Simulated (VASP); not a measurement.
# Cd (P6_3/mmc) in VASP: notebook, part 2 of 2

VASP 6.6.1. The steps go on from the part before.

### Step 4. Single point, r2SCAN

This run uses another cell than the first one, of 21.61 Å³/atom.

POSCAR reads:

```
Cd
1.0
    3.1533485975      0.0000000000      0.0000000000
   -1.5766742987      2.7308799924      0.0000000000
    0.0000000000      0.0000000000     10.0370301678
Cd
4
Direct
    1.0000000000      0.0000000000      0.0000000000
    1.0000000000      1.0000000000      0.5000000000
    0.3333333333      0.6666666667      0.2500000000
    0.6666666667      0.3333333333      0.7500000000
```

INCAR.step1 reads:

```
SYSTEM = Cd
PREC = Accurate
ENCUT = 520
ISMEAR = -1
SIGMA = 0.1
LREAL = .FALSE.
LASPH = .TRUE.
NELM = 100
NBANDS = 32
GGA = PE
ALGO = Normal
EDIFF = 1E-4
LWAVE = .TRUE.
LCHARG = .FALSE.
```

INCAR.step2 reads:

```
SYSTEM = Cd
PREC = Accurate
ENCUT = 520
EDIFF = 1E-7
ISMEAR = -1
SIGMA = 0.1
LREAL = .FALSE.
LASPH = .TRUE.
NELM = 100
ALGO = Normal
ISIF = 2
LWAVE = .FALSE.
LCHARG = .TRUE.
METAGGA = R2SCAN
LMIXTAU = .TRUE.
LELF = .TRUE.
LVHAR = .TRUE.
NBANDS = 32
ISTART = 1
```

KPOINTS reads:

```
Automatic mesh
0
G
  12 12 3
  0 0 0
```

Potentials or basis: VASP PAW PBE potentials, release 64 (Cd).

Run with:

```
cat potpaw_PBE.64/Cd/POTCAR > POTCAR
cp INCAR.step1 INCAR
mpirun -np 1 vasp_std > vasp.out
cp INCAR.step2 INCAR
mpirun -np 1 vasp_std > vasp.out
```

OUTCAR:

```text
SYSTEM = Cd
   PREC = Accurate
   ENCUT = 520
   EDIFF = 1E-7
   ISMEAR = -1
   LREAL = .FALSE.
   LASPH = .TRUE.
   NELM = 100
   ISIF = 2
   METAGGA = R2SCAN
   ISTART = 1

 ion  position               nearest neighbor table
   1  0.000  0.000  0.000-   3 3.10   4 3.10   3 3.10   4 3.10   4 3.10   3 3.10
   2  0.000  0.000  0.500-   3 3.10   4 3.10   3 3.10   4 3.10   4 3.10   3 3.10
   3  0.333  0.667  0.250-   1 3.10   2 3.10   1 3.10   2 3.10   1 3.10   2 3.10
   4  0.667  0.333  0.750-   1 3.10   2 3.10   1 3.10   2 3.10   1 3.10   2 3.10

  LATTYP: Found a hexagonal cell.
 ALAT       =     3.1533485975
 C/A-ratio  =     3.1829751318

  Lattice vectors:

 A1 = (   3.1533485975,   0.0000000000,   0.0000000000)
 A2 = (  -1.5766742987,   2.7308799924,   0.0000000000)
 A3 = (   0.0000000000,   0.0000000000,  10.0370301678)

Analysis of symmetry for initial positions (statically):
=====================================================================
 Subroutine PRICEL returns:
 Original cell was already a primitive cell.

 Routine SETGRP: Setting up the symmetry group for a
 hexagonal supercell.

 Subroutine GETGRP returns: Found 24 space group operations
 (whereof 12 operations were pure point group operations)
 out of a pool of 24 trial point group operations.

The static configuration has the point symmetry D_3d.
 The point group associated with its full space group is D_6h.

Analysis of symmetry for dynamics (positions and initial velocities):
=====================================================================
 Subroutine PRICEL returns:
 Original cell was already a primitive cell.

 Routine SETGRP: Setting up the symmetry group for a
 hexagonal supercell.

 Subroutine GETGRP returns: Found 24 space group operations
 (whereof 12 operations were pure point group operations)
 out of a pool of 24 trial point group operations.

The dynamic configuration has the point symmetry D_3d.
 The point group associated with its full space group is D_6h.

 Subroutine INISYM returns: Found 24 space group operations
 (whereof 12 operations are pure point group operations),
 and found     1 'primitive' translations

----------------------------------------------------------------------------------------

                                     Primitive cell

  volume of cell :      86.4330

  direct lattice vectors                    reciprocal lattice vectors
     3.153348597  0.000000000  0.000000000     0.317123201  0.183091165  0.000000000
    -1.576674299  2.730879992  0.000000000     0.000000000  0.366182331  0.000000000
     0.000000000  0.000000000 10.037030168     0.000000000  0.000000000  0.099631064

  length of vectors
     3.153348597  3.153348597 10.037030168     0.366182331  0.366182331  0.099631064

  position of ions in fractional coordinates (direct lattice)
     0.000000000  0.000000000  0.000000000
     0.000000000  0.000000000  0.500000000
     0.333333333  0.666666667  0.250000000
     0.666666667  0.333333333  0.750000000

  ion indices of the primitive-cell ions
   primitive index   ion index
[... 22 lines left out ...]

  Shift w.r.t. Gamma in fractional coordinates (k-lattice)
     0.000000000  0.000000000  0.000000000

 Subroutine IBZKPT returns following result:
 ===========================================

 Found     38 irreducible k-points:

 Following reciprocal coordinates:
            Coordinates               Weight
  0.000000  0.000000  0.000000      1.000000
  0.083333  0.000000  0.000000      6.000000
  0.166667 -0.000000  0.000000      6.000000
  0.250000  0.000000  0.000000      6.000000
  0.333333 -0.000000  0.000000      6.000000
  0.416667 -0.000000  0.000000      6.000000
[... 16 lines left out ...]
  0.250000  0.000000  0.333333     12.000000
  0.333333 -0.000000  0.333333     12.000000
 [... further k-points ...]
   k-points           NKPTS =     38   k-points in BZ     NKDIM =     38   number of bands    NBANDS=     32
   number of dos      NEDOS =    301   number of ions     NIONS =      4
   total plane-waves  NPLWV =  46080
   dimension x,y,z NGX =    24 NGY =   24 NGZ =   80
   dimension x,y,z NGXF=    48 NGYF=   48 NGZF=  160
   ions per type =               4
   NGX,Y,Z   is equivalent  to a cutoff of  12.65, 12.65, 13.25 a.u.
   NGXF,Y,Z  is equivalent  to a cutoff of  25.31, 25.31, 26.50 a.u.
 SYSTEM =  Cd
   PREC   = accura    normal or accurate (medium, high low for compatibility)
   ISTART =      1    job   : 0-new  1-cont  2-samecut
   ICHARG =      0    charge: 1-file 2-atom 10-const
   ISPIN  =      1    spin polarized calculation?
   LNONCOLLINEAR =      F non collinear calculations
   LSORBIT =      F    spin-orbit coupling
   LASPH  =      T    aspherical Exc in radial PAW
   ENCUT  =  520.0 eV  38.22 Ry    6.18 a.u.   5.86  5.86 18.66*2*pi/ulx,y,z
   NELM   =    100;   NELMIN=  2; NELMDL=  0     # of ELM steps
   EDIFF  = 0.1E-06   stopping-criterion for ELM
   LREAL  =      F    real-space projection
   EDIFFG = 0.1E-05   stopping-criterion for IOM
   NSW    =      0    number of steps for IOM
   IBRION =     -1    ionic relax: 0-MD 1-quasi-New 2-CG
   NFREE  =      0    steps in history (QN), initial steepest desc. (CG)
   ISIF   =      2    stress and relaxation
   ISYM   =      2    0-nonsym 1-usesym 2-fastsym
   POTIM  = 0.5000    time-step for ionic-motion
   TEBEG  =    0.0;   TEEND  =   0.0 temperature during run
   PSTRESS=    0.0 pullay stress
   NELECT =      48.0000    total number of electrons
   NUPDOWN=      -1.0000    fix difference up-down
   EMIN   =  10.00;   EMAX   =-10.00  energy-range for DOS
   EFERMI =   0.00;   METHOD = LEGACY
   ISMEAR =    -1;   SIGMA  =   0.10  broadening in eV -4-tet -1-fermi 0-gaus
   EFERMI_NEDOS =   21; number of points for ismear=-14 and -15
   IALGO  =     38    algorithm
   IMIX   =      4    mixing-type and parameters
     AMIX     =   0.40;   BMIX     =  1.00
     AMIX_MAG =   1.60;   BMIX_MAG =  1.00
  volume/ion in A,a.u.               =      21.61       145.82
  Fermi-wavevector in a.u.,A,eV,Ry     =   1.345639  2.542889 24.636680  1.810745
  Thomas-Fermi vector in A             =   2.473536
   LORBIT       =      0    0 simple, 1 ext, 2 COOP (PROOUT), +10 PAW based schemes
   METAGGA = R2SCAN    functional components
   LHFCALC =     F    Hartree Fock is set to
   AEXX    =    0.0000 exact exchange contribution
   IVDW    =     0    specifies the selected vdW correction
   LEPSILON=     F    determine dielectric tensor
   LRPA    =     F    only Hartree local field effects (RPA)
 non-spin polarized calculation
  energy-cutoff  :      520.00
  volume of cell :       86.43
 maximum number of plane-waves:      2346
 NGX is ok and might be reduce to    24
   NGX = 11   NGY = 11   NGZ = 37

 number of electron      47.9999988 magnetization

 Free energy of the ion-electron system (eV)
  ---------------------------------------------------
  ext. energy  EPLUGINS =         0.00000000
  ---------------------------------------------------
  free energy    TOTEN  =       -80.31843626 eV

  energy without entropy =      -80.27769924  energy(sigma->0) =      -80.29806775

 E-fermi :   2.9673     XC(G=0): -11.8355

 val. band max:        2.8693588434   @ k =   0.2500   0.0000   0.0000
 cond. band min:       2.9839606466   @ k =   0.4167   0.1667   0.0000
 fundamental gap:      0.1146018032
 Fermi energy:         2.9673124298

 k-point     1 :       0.0000    0.0000    0.0000
  band No.  band energies     occupation
      1      -7.2741      2.00000
      2      -6.9808      2.00000
      3      -6.9555      2.00000
      4      -6.7630      2.00000
      5      -6.7630      2.00000
      6      -6.7569      2.00000
[... 829 lines left out ...]
     31      10.9337      0.00000
     32      11.6878      0.00000

 [... further k-points ...]

------------------------ aborting loop because EDIFF is reached ----------------------------------------

  FORCE on cell =-STRESS in cart. coord.  units (eV):
  Direction    XX          YY          ZZ          XY          YZ          ZX
  --------------------------------------------------------------------------------------
  -------------------------------------------------------------------------------------
  Total        0.1902789      0.1902789      0.1584113      0.0000000      0.0000000      0.0000000
  in kB        3.5271293      3.5271293      2.9364106      0.0000000      0.0000000      0.0000000
  external PRESSURE =       3.3302230 kB  Pullay stress =       0.0000000 kB

 VOLUME and BASIS-vectors are now :
 -----------------------------------------------------------------------------
  energy-cutoff  :      520.00
  volume of cell :       86.43
      direct lattice vectors                 reciprocal lattice vectors
     3.153348597  0.000000000  0.000000000     0.317123201  0.183091165  0.000000000
    -1.576674299  2.730879992  0.000000000     0.000000000  0.366182331  0.000000000
     0.000000000  0.000000000 10.037030168     0.000000000  0.000000000  0.099631064

 POSITION                                       TOTAL-FORCE (eV/Angst)
 -----------------------------------------------------------------------------------
      0.00000      0.00000      0.00000        -0.000000      0.000000      0.000000
      0.00000      0.00000      5.01852        -0.000000      0.000000      0.000000
     -0.00000      1.82059      2.50926        -0.000000      0.000000     -0.000000
      1.57667      0.91029      7.52777         0.000000     -0.000000      0.000000
 -----------------------------------------------------------------------------------
    total drift:                               -0.000000      0.000000     -0.000000

  FREE ENERGIE OF THE ION-ELECTRON SYSTEM (eV)
  ---------------------------------------------------
  free  energy   TOTEN  =       -80.3184362620 eV

  energy  without entropy=      -80.2776992356  energy(sigma->0) =      -80.29806775
```

Run time: 15 min. Hardware: 1 thread of AMD EPYC 7R13, shared host; peak memory 0.22 GiB.

What came out:

```yaml
Free_energy: -80.3184 eV
Pressure: 0.3 GPa
Band_gap_on_the_k_mesh: zero (bands 24 and 25 overlap by 2.41 eV)
```

Levels at points of the mesh, in eV from the Fermi level:
| k point | band 21 | band 22 | band 23 | band 24 | band 25 | band 26 | band 27 | band 28 |
| --- | --- | --- | --- | --- | --- | --- | --- | --- |
| (0.00, 0.00, 0.00) | -8.86 | -7.43 | -7.42 | -2.43 | -1.06 | 7.03 | 7.03 | 12.77 |
| (0.50, 0.00, 0.00) | -2.95 | -2.86 | -1.88 | -1.77 | -0.58 | -0.35 | 3.50 | 3.94 |

Caveat: the PAW data sets were made with another functional, which shifts forces and pressure a little.

### Step 5. Single point, r2SCAN (19.02 Å³/atom)

This run uses another cell than the first one, of 19.02 Å³/atom.

POSCAR reads:

```
Cd
1.0
    3.0218034172      0.0000000000      0.0000000000
   -1.5109017086      2.6169585246      0.0000000000
    0.0000000000      0.0000000000      9.6183251304
Cd
4
Direct
    1.0000000000      0.0000000000      0.0000000000
    1.0000000000      1.0000000000      0.5000000000
    0.3333333333      0.6666666667      0.2500000000
    0.6666666667      0.3333333333      0.7500000000
```

INCAR.step1 reads:

```
SYSTEM = Cd
ALGO     = Normal         ! electronic algorithm
EDIFF    = 1E-4           ! SCF threshold, eV
ENCUT    = 520            ! plane-wave cutoff, eV
GGA      = PE             ! functional
ISMEAR   = -1             ! smearing method
LASPH    = .TRUE.         ! aspherical terms in the spheres
LCHARG   = .FALSE.        ! write CHGCAR
LREAL    = .FALSE.        ! projectors in reciprocal space
LWAVE    = .TRUE.         ! write WAVECAR
NBANDS   = 32             ! bands
NELM     = 60             ! most SCF steps
PREC     = Accurate       ! precision mode
SIGMA    = 0.1            ! smearing width, eV
```

INCAR.step2 reads:

```
SYSTEM = Cd
ALGO     = Normal         ! electronic algorithm
EDIFF    = 1E-7           ! SCF threshold, eV
ENCUT    = 520            ! plane-wave cutoff, eV
ISIF     = 2              ! what is computed and relaxed
ISMEAR   = -1             ! smearing method
ISTART   = 1            
LASPH    = .TRUE.         ! aspherical terms in the spheres
LCHARG   = .FALSE.        ! write CHGCAR
LMIXTAU  = .TRUE.       
LREAL    = .FALSE.        ! projectors in reciprocal space
LWAVE    = .FALSE.        ! write WAVECAR
METAGGA  = R2SCAN         ! meta-GGA
NBANDS   = 32             ! bands
NELM     = 60             ! most SCF steps
PREC     = Accurate       ! precision mode
SIGMA    = 0.1            ! smearing width, eV
```

KPOINTS reads:

```
k-points
0
G
  13 13 4
  0 0 0
```

Run with:

```
cat potpaw_PBE.64/Cd/POTCAR > POTCAR
cp INCAR.step1 INCAR
mpirun -np 1 vasp_std > vasp.out
cp INCAR.step2 INCAR
mpirun -np 1 vasp_std > vasp.out
```

It took 19 min on 1 thread of AMD EPYC 7R13, shared host; peak memory 0.24 GiB.

It converged, with:

```
Free energy            : -79.9797 eV
Pressure               : 10.6 GPa
Band gap on the k mesh : zero (bands 24 and 25 overlap by 2.76 eV)
```

Stress tensor (GPa, compression positive):
```
10.37  0.00  0.00
 0.00 10.37  0.00
 0.00  0.00 10.90
```

Levels at points of the mesh, in eV from the Fermi level:
```
           k point  band 21  band 22  band 23  band 24  band 25  band 26  band 27  band 28
(0.00, 0.00, 0.00)    -9.19    -8.40    -8.39    -3.16    -0.96     7.54     7.54    13.66
(0.00, 0.00, 0.50)    -9.30    -9.30    -5.81    -5.81     2.52     2.52    12.92    12.92
```

Caveat: the cell stands under pressure; the PAW data sets were made with another functional, which shifts forces and pressure a little.

### Step 6. Summary

```tsv
cell	k mesh	gap on the mesh (eV)	pressure (GPa)
a = 3.275, b = 3.275, c = 10.423 Å, angles 90.0, 90.0, 120.0°, 4 atoms	13 × 13 × 4	none	-4.0
a = 3.153, b = 3.153, c = 10.037 Å, angles 90.0, 90.0, 120.0°, 4 atoms	15 × 15 × 4	none	0.3
a = 3.153, b = 3.153, c = 10.037 Å, angles 90.0, 90.0, 120.0°, 4 atoms	12 × 12 × 3	none	0.3
a = 3.022, b = 3.022, c = 9.618 Å, angles 90.0, 90.0, 120.0°, 4 atoms	13 × 13 × 4	none	10.6
```

Alike in all rows: task single point; level r2SCAN; potentials or basis VASP PAW PBE potentials, release 64 (Cd); no spin polarisation; cutoff (eV) 520; smearing fermi-dirac 0.1 eV.

Caveats: the PAW data sets were made with another functional, which shifts forces and pressure a little; the cell stands under tension (at least some runs); the cell stands under pressure (at least some runs).

Absolute energies hang on the potentials; compare differences alone.

The gap in the log of VASP goes by the Fermi energy; the results here count the filled bands.